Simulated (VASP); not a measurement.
# Au in VASP: single point with PBEsol

Aim: the single point of Au with PBEsol.

All numbers are computed with VASP 6.6.1; they aren't measurements. Logs are shortened: lines on timing, memory, paths and dates and some standing lists are left out, and cuts for length are marked.

## Step 1: The cell of the first run

The typed cell holds 4 atoms: a = 2.865 Å, b = 2.865 Å, c = 9.723 Å, α = 81.53°, β = 81.53°, γ = 60.00°.

## Step 2: Single point, PBEsol (the part above a cut slid along it)

Input file INCAR:

```
SYSTEM = Au
PREC = Accurate
ENCUT = 520
EDIFF = 1E-7
ISMEAR = 0
SIGMA = 0.15
LREAL = .False.
LASPH = .True.
NELM = 100
ALGO = Fast
ISIF = 2
LWAVE = .False.
LCHARG = .False.
GGA = PS
NBANDS = 30
```

Input file KPOINTS:

```
Automatic mesh
0
Gamma
  24 24 6
  0 0 0
```

Input file POSCAR:

```
Au
1.0
   -1.4325950641     -2.4813274377      0.0000000000
    1.4325950641     -2.4813274377      0.0000000000
    0.0000000000     -1.6540528700      9.5811559621
Au
4
Direct
    0.6250041667      0.6250041667      0.1250000000
    0.4583541667      0.4583541667      0.6250000000
    0.0416958333      0.0416958333      0.8750000000
    0.2083458333      0.2083458333      0.3750000000
```

Potentials or basis: VASP PAW PBE potentials, release 64 (Au).

The run is started by

```sh
> cat potpaw_PBE.64/Au/POTCAR > POTCAR
> mpirun -np 1 vasp_std > vasp.out
```

OUTCAR:

```text
SYSTEM = Au
   PREC = Accurate
   ENCUT = 520
   EDIFF = 1E-7
   ISMEAR = 0
   LREAL = .False.
   LASPH = .True.
   NELM = 100
   ISIF = 2
   GGA = PS

 ion  position               nearest neighbor table
   1  0.625  0.625  0.125-   3 2.91   3 2.91   4 2.91   4 2.91   4 2.91   3 2.91
   2  0.458  0.458  0.625-   4 2.91   4 2.91   3 2.91   3 2.91   3 2.91   4 2.91
   3  0.042  0.042  0.875-   1 2.91   1 2.91   2 2.91   2 2.91   2 2.91   1 2.91
   4  0.208  0.208  0.375-   2 2.91   2 2.91   1 2.91   1 2.91   1 2.91   2 2.91

  LATTYP: Found a base centered monoclinic cell.
 ALAT       =     4.9626548754
 B/A-ratio  =     0.5773502692
 C/A-ratio  =     1.9592098497
 COS(beta)  =    -0.1701196021

  Lattice vectors:

 A1 = (   1.4325950641,   2.4813274377,   0.0000000000)
 A2 = (  -1.4325950641,   2.4813274377,   0.0000000000)
 A3 = (   0.0000000000,  -1.6540528700,   9.5811559621)

Analysis of symmetry for initial positions (statically):
=====================================================================
 Subroutine PRICEL returns:
 Original cell was already a primitive cell.

 Routine SETGRP: Setting up the symmetry group for a
 base centered monoclinic supercell.

 Subroutine GETGRP returns: Found  4 space group operations
 (whereof  2 operations were pure point group operations)
 out of a pool of  4 trial point group operations.

The static configuration has the point symmetry C_1h.
 The point group associated with its full space group is C_2h.

Analysis of symmetry for dynamics (positions and initial velocities):
=====================================================================
 Subroutine PRICEL returns:
 Original cell was already a primitive cell.

 Routine SETGRP: Setting up the symmetry group for a
 base centered monoclinic supercell.

 Subroutine GETGRP returns: Found  4 space group operations
 (whereof  2 operations were pure point group operations)
 out of a pool of  4 trial point group operations.

The dynamic configuration has the point symmetry C_1h.
 The point group associated with its full space group is C_2h.

 Subroutine INISYM returns: Found  4 space group operations
 (whereof  2 operations are pure point group operations),
 and found     1 'primitive' translations

----------------------------------------------------------------------------------------

                                     Primitive cell

  volume of cell :      68.1170

  direct lattice vectors                    reciprocal lattice vectors
    -1.432595064 -2.481327438  0.000000000    -0.349016978 -0.201505046 -0.034787034
     1.432595064 -2.481327438  0.000000000     0.349016978 -0.201505046 -0.034787034
     0.000000000 -1.654052870  9.581155962     0.000000000  0.000000000  0.104371540

  length of vectors
     2.865190128  2.865190128  9.722882313     0.404508680  0.404508680  0.104371540

  position of ions in fractional coordinates (direct lattice)
     0.625004167  0.625004167  0.125000000
     0.458354167  0.458354167  0.625000000
     0.041695833  0.041695833  0.875000000
     0.208345833  0.208345833  0.375000000

  ion indices of the primitive-cell ions
   primitive index   ion index
                 1           1
                 2           2
                 3           3
                 4           4

----------------------------------------------------------------------------------------

 KPOINTS: Automatic mesh

Automatic generation of k-mesh.
 Grid dimensions read from file:
 generate k-points for:   24   24    6

 Generating k-lattice:

  Cartesian coordinates                     Fractional coordinates (reciprocal lattice)
    -0.014542374 -0.008396044 -0.001449460     0.041666667  0.000000000  0.000000000
     0.014542374 -0.008396044 -0.001449460     0.000000000  0.041666667  0.000000000
     0.000000000  0.000000000  0.017395257     0.000000000  0.000000000  0.166666667

  Length of vectors
     0.016854528  0.016854528  0.017395257

  Shift w.r.t. Gamma in fractional coordinates (k-lattice)
     0.000000000  0.000000000  0.000000000

 -----------------------------------------------------------------------------
|                                                                             |
|           W    W    AA    RRRRR   N    N  II  N    N   GGGG   !!!           |
|           W    W   A  A   R    R  NN   N  II  NN   N  G    G  !!!           |
|           W    W  A    A  R    R  N N  N  II  N N  N  G       !!!           |
|           W WW W  AAAAAA  RRRRR   N  N N  II  N  N N  G  GGG   !            |
|           WW  WW  A    A  R   R   N   NN  II  N   NN  G    G                |
|           W    W  A    A  R    R  N    N  II  N    N   GGGG   !!!           |
|                                                                             |
|     Your reciprocal lattice and k-lattice belong to different lattice       |
|     classes:                                                                |
|                                                                             |
|        The reciprocal lattice is rhombohedral (trigonal),                   |
|        whereas your k-lattice is base-centered monoclinic.                  |
|                                                                             |
|     Results are often still useful ...                                      |
|                                                                             |
 -----------------------------------------------------------------------------

 WARNING: IBZKPT: internal override: KBLOWUP is changed to .FALSE.
      ... skipping the blow-up phase ...

 Subroutine IBZKPT returns following result:
 ===========================================

 Found    914 irreducible k-points:

 Following reciprocal coordinates:
            Coordinates               Weight
  0.000000  0.000000  0.000000      1.000000
  0.041667  0.000000  0.000000      4.000000
  0.083333  0.000000  0.000000      4.000000
  0.125000 -0.000000 -0.000000      4.000000
  0.166667 -0.000000  0.000000      4.000000
  0.208333 -0.000000  0.000000      4.000000
[... 16 lines left out ...]
  0.416667  0.041667  0.000000      4.000000
  0.458333  0.041667  0.000000      4.000000
 [... further k-points ...]
   k-points           NKPTS =    914   k-points in BZ     NKDIM =    914   number of bands    NBANDS=     30
   number of dos      NEDOS =    301   number of ions     NIONS =      4
   total plane-waves  NPLWV =  41472
   dimension x,y,z NGX =    24 NGY =   24 NGZ =   72
   dimension x,y,z NGXF=    48 NGYF=   48 NGZF=  144
   ions per type =               4
   NGX,Y,Z   is equivalent  to a cutoff of  13.93, 13.93, 12.31 a.u.
   NGXF,Y,Z  is equivalent  to a cutoff of  27.85, 27.85, 24.62 a.u.
 SYSTEM =  Au
   PREC   = accura    normal or accurate (medium, high low for compatibility)
   ISTART =      0    job   : 0-new  1-cont  2-samecut
   ICHARG =      2    charge: 1-file 2-atom 10-const
   ISPIN  =      1    spin polarized calculation?
   LNONCOLLINEAR =      F non collinear calculations
   LSORBIT =      F    spin-orbit coupling
   LASPH  =      T    aspherical Exc in radial PAW
   ENCUT  =  520.0 eV  38.22 Ry    6.18 a.u.   5.33  5.33 18.08*2*pi/ulx,y,z
   NELM   =    100;   NELMIN=  2; NELMDL= -5     # of ELM steps
   EDIFF  = 0.1E-06   stopping-criterion for ELM
   LREAL  =      F    real-space projection
   EDIFFG = 0.1E-05   stopping-criterion for IOM
   NSW    =      0    number of steps for IOM
   IBRION =     -1    ionic relax: 0-MD 1-quasi-New 2-CG
   NFREE  =      0    steps in history (QN), initial steepest desc. (CG)
   ISIF   =      2    stress and relaxation
   ISYM   =      2    0-nonsym 1-usesym 2-fastsym
   POTIM  = 0.5000    time-step for ionic-motion
   TEBEG  =    0.0;   TEEND  =   0.0 temperature during run
   PSTRESS=    0.0 pullay stress
   NELECT =      44.0000    total number of electrons
   NUPDOWN=      -1.0000    fix difference up-down
   EMIN   =  10.00;   EMAX   =-10.00  energy-range for DOS
   EFERMI =   0.00;   METHOD = LEGACY
   ISMEAR =     0;   SIGMA  =   0.15  broadening in eV -4-tet -1-fermi 0-gaus
   EFERMI_NEDOS =   21; number of points for ismear=-14 and -15
   IALGO  =     68    algorithm
   IMIX   =      4    mixing-type and parameters
     AMIX     =   0.40;   BMIX     =  1.00
     AMIX_MAG =   1.60;   BMIX_MAG =  1.00
  volume/ion in A,a.u.               =      17.03       114.92
  Fermi-wavevector in a.u.,A,eV,Ry     =   1.415166  2.674275 27.248299  2.002694
  Thomas-Fermi vector in A             =   2.536632
   LORBIT       =      0    0 simple, 1 ext, 2 COOP (PROOUT), +10 PAW based schemes
   GGA     = PS    functional components
   LHFCALC =     F    Hartree Fock is set to
   AEXX    =    0.0000 exact exchange contribution
   IVDW    =     0    specifies the selected vdW correction
   LEPSILON=     F    determine dielectric tensor
   LRPA    =     F    only Hartree local field effects (RPA)
 non-spin polarized calculation
 RMM-DIIS sequential band-by-band and
 Gauss-broadening in eV      SIGMA  =   0.15
  energy-cutoff  :      520.00
  volume of cell :       68.12
 maximum number of plane-waves:      1866
 NGX is ok and might be reduce to    24
   NGX = 11   NGY = 11   NGZ = 37

 number of electron      44.0000006 magnetization

 Free energy of the ion-electron system (eV)
  ---------------------------------------------------
  ext. energy  EPLUGINS =         0.00000000
  ---------------------------------------------------
  free energy    TOTEN  =       -15.68654502 eV

  energy without entropy =      -15.67262757  energy(sigma->0) =      -15.67958630

 E-fermi :   9.2558     XC(G=0): -12.8891

 val. band max:        9.2448291614   @ k =  -0.0833  -0.3750   0.1667
 cond. band min:       9.2637990714   @ k =   0.4583   0.1250   0.1667
 fundamental gap:      0.0189699100
 Fermi energy:         9.2558448010

 k-point     1 :       0.0000    0.0000    0.0000
  band No.  band energies     occupation
      1      -0.6395      2.00000
      2       1.0817      2.00000
      3       1.0820      2.00000
      4       1.8745      2.00000
      5       4.4112      2.00000
      6       4.4127      2.00000
[... 22 lines left out ...]
     29      23.9921      0.00000
     30      24.3682      0.00000

 k-point     2 :       0.0417    0.0000    0.0000
  band No.  band energies     occupation
      1      -0.5838      2.00000
      2       1.1011      2.00000
      3       1.1683      2.00000
      4       1.9215      2.00000
      5       4.3480      2.00000
      6       4.3708      2.00000
[... 718 lines left out ...]
 k-point    24 :       0.4583    0.0417    0.0000
  band No.  band energies     occupation
      1       2.1304      2.00000
      2       2.2480      2.00000
      3       2.5712      2.00000
      4       2.6633      2.00000
      5       2.9717      2.00000
      6       3.2902      2.00000
[... 22 lines left out ...]
     29      17.8384      0.00000
     30      20.1426      0.00000

 [... further k-points ...]
[... 5 lines left out ...]
  --------------------------------------------------------------------------------------
  -------------------------------------------------------------------------------------
  Total       -0.0009997      0.0202542     -0.4643158      0.0000000      0.0185438      0.0000000
  in kB       -0.0235140      0.4763977    -10.9211570      0.0000000      0.4361682      0.0000000
  external PRESSURE =      -3.4894244 kB  Pullay stress =       0.0000000 kB

 VOLUME and BASIS-vectors are now :
 -----------------------------------------------------------------------------
  energy-cutoff  :      520.00
  volume of cell :       68.12
      direct lattice vectors                 reciprocal lattice vectors
    -1.432595064 -2.481327438  0.000000000    -0.349016978 -0.201505046 -0.034787034
     1.432595064 -2.481327438  0.000000000     0.349016978 -0.201505046 -0.034787034
     0.000000000 -1.654052870  9.581155962     0.000000000  0.000000000  0.104371540

 POSITION                                       TOTAL-FORCE (eV/Angst)
 -----------------------------------------------------------------------------------
      0.00000     -3.30844      1.19764         0.000000      0.000103     -0.037369
      0.00000     -3.30844      5.98822         0.000000     -0.000339      0.043088
      0.00000     -1.65422      8.38351         0.000000     -0.000103      0.037369
      0.00000     -1.65422      3.59293         0.000000      0.000339     -0.043088
 -----------------------------------------------------------------------------------
    total drift:                                0.000000      0.000000     -0.000000

  FREE ENERGIE OF THE ION-ELECTRON SYSTEM (eV)
  ---------------------------------------------------
  free  energy   TOTEN  =       -15.6865450176 eV

  energy  without entropy=      -15.6726275726  energy(sigma->0) =      -15.67958630
```

Wall time 83 min (1 thread of Oxide Virtual Turin-like, shared host); peak memory 1.2 GiB.

Results:

```yaml
Free_energy: -15.6865 eV
Pressure: -0.3 GPa
Largest_force: 0.043 eV/Å
Band_gap_on_the_k_mesh: zero (bands 22 and 23 overlap by 5.15 eV)
```

Forces in eV/Å, atoms in the order of the input:
```
Au   0.000  0.000 -0.037
Au   0.000  0.000  0.043
Au   0.000  0.000  0.037
Au   0.000  0.000 -0.043
```

Caveat: the cell differs from its parent crystal (the part above a cut slid along it); the PAW data sets were made with another functional, which shifts forces and pressure a little; spin-orbit coupling is left out, which moves the levels of the heavy elements.
